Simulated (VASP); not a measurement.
# Sc (P6_3/mmc) in VASP: notebook

The runs below take Sc through single point, relaxation of volume and atoms at fixed shape, with PBEsol.

Everything below comes from runs of VASP 6.6.1. Logs are shortened: lines on timing, memory, paths and dates and some standing lists are left out, and cuts for length are marked.

### 1 The cell of the first run

Symmetry: P6_3/mmc, No. 194, hexagonal system. Conventional cell: a = 3.250 Å, b = 3.250 Å, c = 5.179 Å, α = 90.00°, β = 90.00°, γ = 120.00°. Within 4.2 Å of Sc (site symmetry -6m2) lie 12 Sc at 3.20 to 3.25 Å.

### 2 Single point, PBEsol

File INCAR:

```
PREC = Accurate ; ENCUT = 520
EDIFF = 1E-6 ; ISMEAR = 1
SIGMA = 0.05 ; LREAL = False
LASPH = True ; NELM = 80
ALGO = Normal ; ISIF = 2
LWAVE = False ; LCHARG = False
GGA = PS ; NBANDS = 18
```

File KPOINTS:

```
Automatic mesh
0
Gamma
  9 9 5
```

File POSCAR:

```
Sc
1.0
    3.2500196691      0.0000000000      0.0000000000
   -1.6250098346      2.8145995962      0.0000000000
    0.0000000000      0.0000000000      5.1793058094
Sc
2
Direct
    0.3333333333      0.6666666667      0.2500000000
    0.6666666667      0.3333333333      0.7500000000
```

Potentials or basis: VASP PAW PBE potentials, release 64 (Sc_sv).

The run is started by

```bash
cat potpaw_PBE.64/Sc_sv/POTCAR > POTCAR
mpirun -np 1 vasp_std > vasp.out
```

OUTCAR:

```text
PREC = Accurate
   ENCUT = 520
   EDIFF = 1E-6
   ISMEAR = 1
   LREAL = False
   LASPH = True
   NELM = 80
   ISIF = 2
   GGA = PS

 ion  position               nearest neighbor table
   1  0.333  0.667  0.250-   2 3.20   2 3.20   2 3.20   2 3.20   2 3.20   2 3.20
   2  0.667  0.333  0.750-   1 3.20   1 3.20   1 3.20   1 3.20   1 3.20   1 3.20

  LATTYP: Found a hexagonal cell.
 ALAT       =     3.2500196691
 C/A-ratio  =     1.5936229121

  Lattice vectors:

 A1 = (   3.2500196691,   0.0000000000,   0.0000000000)
 A2 = (  -1.6250098346,   2.8145995962,   0.0000000000)
 A3 = (   0.0000000000,   0.0000000000,   5.1793058094)

Analysis of symmetry for initial positions (statically):
=====================================================================
 Subroutine PRICEL returns:
 Original cell was already a primitive cell.

 Routine SETGRP: Setting up the symmetry group for a
 hexagonal supercell.

 Subroutine GETGRP returns: Found 24 space group operations
 (whereof 12 operations were pure point group operations)
 out of a pool of 24 trial point group operations.

The static configuration has the point symmetry D_3d.
 The point group associated with its full space group is D_6h.

Analysis of symmetry for dynamics (positions and initial velocities):
=====================================================================
 Subroutine PRICEL returns:
 Original cell was already a primitive cell.

 Routine SETGRP: Setting up the symmetry group for a
 hexagonal supercell.

 Subroutine GETGRP returns: Found 24 space group operations
 (whereof 12 operations were pure point group operations)
 out of a pool of 24 trial point group operations.

The dynamic configuration has the point symmetry D_3d.
 The point group associated with its full space group is D_6h.

 Subroutine INISYM returns: Found 24 space group operations
 (whereof 12 operations are pure point group operations),
 and found     1 'primitive' translations

----------------------------------------------------------------------------------------

                                     Primitive cell

  volume of cell :      47.3777

  direct lattice vectors                    reciprocal lattice vectors
     3.250019669  0.000000000  0.000000000     0.307690446  0.177645162  0.000000000
    -1.625009835  2.814599596  0.000000000     0.000000000  0.355290323  0.000000000
     0.000000000  0.000000000  5.179305809     0.000000000  0.000000000  0.193076068

  length of vectors
     3.250019669  3.250019669  5.179305809     0.355290323  0.355290323  0.193076068

  position of ions in fractional coordinates (direct lattice)
     0.333333333  0.666666667  0.250000000
     0.666666667  0.333333333  0.750000000

  ion indices of the primitive-cell ions
   primitive index   ion index
                 1           1
                 2           2

----------------------------------------------------------------------------------------

 KPOINTS: Automatic mesh

Automatic generation of k-mesh.
 Grid dimensions read from file:
 generate k-points for:    9    9    5

 Generating k-lattice:

  Cartesian coordinates                     Fractional coordinates (reciprocal lattice)
     0.034187827  0.019738351  0.000000000     0.111111111  0.000000000  0.000000000
     0.000000000  0.039476703  0.000000000     0.000000000  0.111111111  0.000000000
     0.000000000  0.000000000  0.038615214     0.000000000  0.000000000  0.200000000

  Length of vectors
     0.039476703  0.039476703  0.038615214

  Shift w.r.t. Gamma in fractional coordinates (k-lattice)
     0.000000000  0.000000000  0.000000000

 Subroutine IBZKPT returns following result:
 ===========================================

 Found     36 irreducible k-points:

 Following reciprocal coordinates:
            Coordinates               Weight
  0.000000  0.000000  0.000000      1.000000
  0.111111 -0.000000  0.000000      6.000000
  0.222222  0.000000  0.000000      6.000000
  0.333333 -0.000000  0.000000      6.000000
  0.444444  0.000000  0.000000      6.000000
  0.111111  0.111111  0.000000      6.000000
[... 16 lines left out ...]
  0.333333  0.222222  0.200000     24.000000
  0.333333  0.333333  0.200000      4.000000
 [... further k-points ...]
   k-points           NKPTS =     36   k-points in BZ     NKDIM =     36   number of bands    NBANDS=     18
   number of dos      NEDOS =    301   number of ions     NIONS =      2
   total plane-waves  NPLWV =  23040
   dimension x,y,z NGX =    24 NGY =   24 NGZ =   40
   dimension x,y,z NGXF=    48 NGYF=   48 NGZF=   80
   ions per type =               2
   NGX,Y,Z   is equivalent  to a cutoff of  12.28, 12.28, 12.84 a.u.
   NGXF,Y,Z  is equivalent  to a cutoff of  24.55, 24.55, 25.68 a.u.
 SYSTEM =  unknown system
   PREC   = accura    normal or accurate (medium, high low for compatibility)
   ISTART =      0    job   : 0-new  1-cont  2-samecut
   ICHARG =      2    charge: 1-file 2-atom 10-const
   ISPIN  =      1    spin polarized calculation?
   LNONCOLLINEAR =      F non collinear calculations
   LSORBIT =      F    spin-orbit coupling
   LASPH  =      T    aspherical Exc in radial PAW
   ENCUT  =  520.0 eV  38.22 Ry    6.18 a.u.   6.04  6.04  9.63*2*pi/ulx,y,z
   NELM   =     80;   NELMIN=  2; NELMDL= -5     # of ELM steps
   EDIFF  = 0.1E-05   stopping-criterion for ELM
   LREAL  =      F    real-space projection
   EDIFFG = 0.1E-04   stopping-criterion for IOM
   NSW    =      0    number of steps for IOM
   IBRION =     -1    ionic relax: 0-MD 1-quasi-New 2-CG
   NFREE  =      0    steps in history (QN), initial steepest desc. (CG)
   ISIF   =      2    stress and relaxation
   ISYM   =      2    0-nonsym 1-usesym 2-fastsym
   POTIM  = 0.5000    time-step for ionic-motion
   TEBEG  =    0.0;   TEEND  =   0.0 temperature during run
   PSTRESS=    0.0 pullay stress
   NELECT =      22.0000    total number of electrons
   NUPDOWN=      -1.0000    fix difference up-down
   EMIN   =  10.00;   EMAX   =-10.00  energy-range for DOS
   EFERMI =   0.00;   METHOD = LEGACY
   ISMEAR =     1;   SIGMA  =   0.05  broadening in eV -4-tet -1-fermi 0-gaus
   EFERMI_NEDOS =   21; number of points for ismear=-14 and -15
   IALGO  =     38    algorithm
   IMIX   =      4    mixing-type and parameters
     AMIX     =   0.40;   BMIX     =  1.00
     AMIX_MAG =   1.60;   BMIX_MAG =  1.00
  volume/ion in A,a.u.               =      23.69       159.86
  Fermi-wavevector in a.u.,A,eV,Ry     =   1.267723  2.395649 21.866214  1.607121
  Thomas-Fermi vector in A             =   2.400856
   LORBIT       =      0    0 simple, 1 ext, 2 COOP (PROOUT), +10 PAW based schemes
   GGA     = PS    functional components
   LHFCALC =     F    Hartree Fock is set to
   AEXX    =    0.0000 exact exchange contribution
   IVDW    =     0    specifies the selected vdW correction
   LEPSILON=     F    determine dielectric tensor
   LRPA    =     F    only Hartree local field effects (RPA)
 non-spin polarized calculation
 Methfessel and Paxton  Order N= 1 SIGMA  =   0.05
  energy-cutoff  :      520.00
  volume of cell :       47.38
 maximum number of plane-waves:      1296
   NGX = 13   NGY = 13   NGZ = 19

 number of electron      21.9999996 magnetization

 Free energy of the ion-electron system (eV)
  ---------------------------------------------------
  ext. energy  EPLUGINS =         0.00000000
  ---------------------------------------------------
  free energy    TOTEN  =       -13.20270499 eV

  energy without entropy =      -13.20116839  energy(sigma->0) =      -13.20219279

 E-fermi :   3.8039     XC(G=0): -10.1543

 val. band max:        3.7969861060   @ k =   0.3333   0.1111   0.2000
 cond. band min:       3.8070173250   @ k =   0.4444   0.1111   0.4000
 fundamental gap:      0.0100312191
 Fermi energy:         3.8039240313

 k-point     1 :       0.0000    0.0000    0.0000
  band No.  band energies     occupation
      1     -45.2969      2.00000
      2     -45.2180      2.00000
      3     -24.2431      2.00000
      4     -23.8454      2.00000
      5     -23.8454      2.00000
      6     -23.7774      2.00000
[... 10 lines left out ...]
     17       6.2960      0.00000
     18       6.2960      0.00000

 k-point     2 :       0.1111   -0.0000    0.0000
  band No.  band energies     occupation
      1     -45.2898      2.00000
      2     -45.2152      2.00000
      3     -24.2247      2.00000
      4     -23.8832      2.00000
      5     -23.8578      2.00000
      6     -23.8168      2.00000
[... 10 lines left out ...]
     17       6.0951      0.00000
     18       6.1297      0.00000

 k-point     3 :       0.2222    0.0000    0.0000
  band No.  band energies     occupation
      1     -45.2711      2.00000
      2     -45.2084      2.00000
      3     -24.1742      2.00000
      4     -23.9800      2.00000
      5     -23.9132      2.00000
      6     -23.8879      2.00000
[... 10 lines left out ...]
     17       6.3681      0.00000
     18       6.6085      0.00000

 k-point     4 :       0.3333   -0.0000    0.0000
  band No.  band energies     occupation
      1     -45.2479      2.00000
      2     -45.2026      2.00000
      3     -24.1055      2.00000
      4     -24.0914      2.00000
      5     -24.0179      2.00000
      6     -23.9206      2.00000
[... 10 lines left out ...]
     17       7.0740      0.00000
     18       7.2868      0.00000

 k-point     5 :       0.4444    0.0000    0.0000
  band No.  band energies     occupation
      1     -45.2302      2.00000
      2     -45.2014      2.00000
      3     -24.1644      2.00000
      4     -24.0839      2.00000
      5     -24.0446      2.00000
      6     -23.9413      2.00000
[... 10 lines left out ...]
     17       7.8798      0.00000
     18       7.9949      0.00000

 k-point     6 :       0.1111    0.1111    0.0000
  band No.  band energies     occupation
      1     -45.2769      2.00000
      2     -45.2104      2.00000
      3     -24.1903      2.00000
      4     -23.9398      2.00000
      5     -23.9113      2.00000
      6     -23.8559      2.00000
[... 10 lines left out ...]
     17       6.1157      0.00000
     18       6.5170      0.00000

 k-point     7 :       0.2222    0.1111    0.0000
  band No.  band energies     occupation
      1     -45.2558      2.00000
      2     -45.2042      2.00000
      3     -24.1300      2.00000
      4     -24.0353      2.00000
      5     -23.9943      2.00000
      6     -23.9039      2.00000
[... 10 lines left out ...]
     17       6.8405      0.00000
     18       7.2118      0.00000

 k-point     8 :       0.3333    0.1111    0.0000
  band No.  band energies     occupation
      1     -45.2348      2.00000
      2     -45.2013      2.00000
      3     -24.1267      2.00000
      4     -24.0616      2.00000
      5     -24.0574      2.00000
      6     -23.9479      2.00000
[... 10 lines left out ...]
     17       7.5613      0.00000
     18       7.9289      0.00000
[... 229 lines left out ...]
     17       6.9934      0.00000
     18       7.1365      0.00000

 k-point    20 :       0.3333    0.1111    0.2000
  band No.  band energies     occupation
      1     -45.2316      2.00000
      2     -45.2045      2.00000
      3     -24.1610      2.00000
      4     -24.0947      2.00000
      5     -23.9986      2.00000
      6     -23.9384      2.00000
[... 10 lines left out ...]
     17       7.4946      0.00000
     18       7.6803      0.00000

 k-point    21 :       0.4444    0.1111    0.2000
  band No.  band energies     occupation
      1     -45.2224      2.00000
      2     -45.2041      2.00000
      3     -24.1870      2.00000
      4     -24.1178      2.00000
      5     -23.9940      2.00000
      6     -23.9381      2.00000
[... 10 lines left out ...]
     17       7.6905      0.00000
     18       7.9092      0.00000

 k-point    22 :       0.2222    0.2222    0.2000
  band No.  band energies     occupation
      1     -45.2332      2.00000
      2     -45.2047      2.00000
      3     -24.1277      2.00000
      4     -24.0926      2.00000
      5     -23.9813      2.00000
      6     -23.9623      2.00000
[... 10 lines left out ...]
     17       7.4024      0.00000
     18       7.7059      0.00000

 k-point    23 :       0.3333    0.2222    0.2000
  band No.  band energies     occupation
      1     -45.2188      2.00000
      2     -45.2044      2.00000
      3     -24.1434      2.00000
      4     -24.1008      2.00000
      5     -24.0248      2.00000
      6     -23.9487      2.00000
[... 10 lines left out ...]
     17       7.4120      0.00000
     18       7.8951      0.00000

 k-point    24 :       0.3333    0.3333    0.2000
  band No.  band energies     occupation
      1     -45.2091      2.00000
      2     -45.2091      2.00000
      3     -24.0960      2.00000
      4     -24.0881      2.00000
      5     -24.0881      2.00000
      6     -23.9726      2.00000
[... 10 lines left out ...]
     17       7.5774      0.00000
     18       7.5774      0.00000

 [... further k-points ...]

------------------------ aborting loop because EDIFF is reached ----------------------------------------

  FORCE on cell =-STRESS in cart. coord.  units (eV):
  Direction    XX          YY          ZZ          XY          YZ          ZX
  --------------------------------------------------------------------------------------
  -------------------------------------------------------------------------------------
  Total        0.1843213      0.1843213     -0.4070828     -0.0000000      0.0000000     -0.0000000
  in kB        6.2332135      6.2332135    -13.7663616     -0.0000000      0.0000000     -0.0000000
  external PRESSURE =      -0.4333115 kB  Pullay stress =       0.0000000 kB

 VOLUME and BASIS-vectors are now :
 -----------------------------------------------------------------------------
  energy-cutoff  :      520.00
  volume of cell :       47.38
      direct lattice vectors                 reciprocal lattice vectors
     3.250019669  0.000000000  0.000000000     0.307690446  0.177645162  0.000000000
    -1.625009835  2.814599596  0.000000000     0.000000000  0.355290323  0.000000000
     0.000000000  0.000000000  5.179305809     0.000000000  0.000000000  0.193076068

 POSITION                                       TOTAL-FORCE (eV/Angst)
 -----------------------------------------------------------------------------------
     -0.00000      1.87640      1.29483         0.000000     -0.000000      0.000000
      1.62501      0.93820      3.88448        -0.000000      0.000000      0.000000
 -----------------------------------------------------------------------------------
    total drift:                               -0.000000      0.000000     -0.000000

  FREE ENERGIE OF THE ION-ELECTRON SYSTEM (eV)
  ---------------------------------------------------
  free  energy   TOTEN  =       -13.2027049921 eV

  energy  without entropy=      -13.2011683884  energy(sigma->0) =      -13.20219279
```

Run time: 56 s. Hardware: 1 thread of AMD EPYC, shared host; peak memory 0.14 GiB.

Results:

```yaml
Free_energy: -13.2027 eV
Pressure: 0.0 GPa
Band_gap_on_the_k_mesh: zero (bands 11 and 12 overlap by 1.22 eV)
```

Stress tensor (GPa, compression positive):
```
 0.62  0.00  0.00
 0.00  0.62  0.00
 0.00  0.00 -1.38
```

Levels at points of the mesh, in eV from the Fermi level:
```
           k point  band 8  band 9  band 10  band 11  band 12  band 13  band 14  band 15
(0.00, 0.00, 0.00)  -27.56   -5.21    -1.74     0.55     1.66     1.66     1.78     2.10
```

Caveat: the PAW data sets were made with another functional, which shifts forces and pressure a little.

### 3 Relaxation of volume and atoms at fixed shape, PBEsol

This run uses another cell than the first one, of 25.00 Å³/atom.

File INCAR:

```
PREC = Accurate ; ENCUT = 600
EDIFF = 1E-6 ; ISMEAR = 1
SIGMA = 0.05 ; LREAL = False
LASPH = True ; NELM = 100
ALGO = Normal ; ISIF = 8
LWAVE = False ; LCHARG = False
GGA = PS ; IBRION = 2
NSW = 60 ; EDIFFG = -0.03
```

File KPOINTS:

```
regular mesh
0
Gamma
  9 9 5
```

File POSCAR:

```
Sc
1.0
    3.3090000000      0.0000000000      0.0000000000
   -1.6545000000      2.8656800000      0.0000000000
    0.0000000000      0.0000000000      5.2733000000
Sc
2
Direct
    0.3333333333      0.6666666667      0.2500000000
    0.6666666667      0.3333333333      0.7500000000
```

Potentials or basis: VASP PAW PBE potentials, release 64 (Sc_sv).

The run is started by

```bash
cat potpaw_PBE.64/Sc_sv/POTCAR > POTCAR
mpirun -np 1 vasp_std > vasp.out
```

Run time: 2.9 min. Hardware: 1 thread of AMD EPYC, shared host; peak memory 0.17 GiB.

It converged, with:

* Free energy: -13.2039 eV
* Relaxed volume: 23.70 Å³/atom
* Relaxed cell: a = 3.251 Å, b = 3.251 Å, c = 5.180 Å, α = 90.00°, β = 90.00°, γ = 120.00°
* Space group after relaxing (to 0.1 Å): P6_3/mmc (No. 194)
* Energy gained by relaxing: 11.7 meV/atom
* Ionic steps: 3
* Pressure after relaxing: 0.0 GPa
* Band gap on the k mesh: zero (bands 11 and 12 overlap by 1.22 eV)

Stress tensor (GPa, compression positive):
```
 0.66  0.00  0.00
 0.00  0.66  0.00
 0.00  0.00 -1.34
```

The path:
```csv
step,energy change (eV),largest force (eV/Å),pressure (GPa),volume (Å³)
1,0.0000,0.0000,-2.80,50.00
2,-0.0225,0.0000,0.63,46.90
3,-0.0235,0.0000,0.00,47.41
```

Final structure:
```
Sc
1.0
     3.25073    0.00000    0.00000
    -1.62536    2.81521    0.00000
     0.00000    0.00000    5.18043
Sc
2
Direct
  0.33333 0.66667 0.25000
  0.66667 0.33333 0.75000
```

Levels at points of the mesh, in eV from the Fermi level:
```tsv
k point	band 7	band 8	band 9	band 10	band 11	band 12	band 13	band 14	band 15
(0.00, 0.00, 0.00)	-27.58	-27.57	-5.21	-1.73	0.55	1.66	1.66	1.78	2.10
```

Caveat: the PAW data sets were made with another functional, which shifts forces and pressure a little.
